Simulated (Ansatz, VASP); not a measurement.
# One calculation of TiSi5, two programs

```
CELL_PARAMETERS angstrom
2.21348 -3.83387 0.00000
-4.42697 0.00000 0.00000
0.00000 0.00000 -4.99055
ATOMIC_POSITIONS crystal
Ti 0.00000 0.00000 0.50000
Si 0.00000 0.00000 0.00000
Si 0.33333 0.66667 0.25071
Si 0.33333 0.66667 0.74929
Si 0.66667 0.33333 0.25071
Si 0.66667 0.33333 0.74929
```

Alike in both runs: functional PBEsol; k mesh 12 × 12 × 8; occupations gaussian, width 0.1 eV; no spin polarisation.

Ansatz relaxed the structure, and its values are those at the end. VASP's run is a single point on that final structure, the one shown.

|  | VASP | Ansatz |
| --- | --- | --- |
| version | VASP 6.6.1 | Ansatz 0.2.0 |
| potentials or method | VASP PAW PBE potentials, release 64 (Ti_sv, Si), cutoff 520 eV | scalar-relativistic, plane waves, PAW |
| valence electrons in the cell | 32 | 32 |

VASP gave:

```
gap on the k mesh at the Fermi level (eV) : none
pressure (GPa)                            : 0.1
```

Task: Which values does Ansatz return?

Result: gap on the k mesh at the Fermi level (eV): none; pressure (GPa): 0.0.

VASP's potentials were made for PBE, not for PBEsol. A gap of «none» marks a metal or a gap that the smearing closes. With one functional, cell and mesh, what is left measures potentials, basis and numerics.
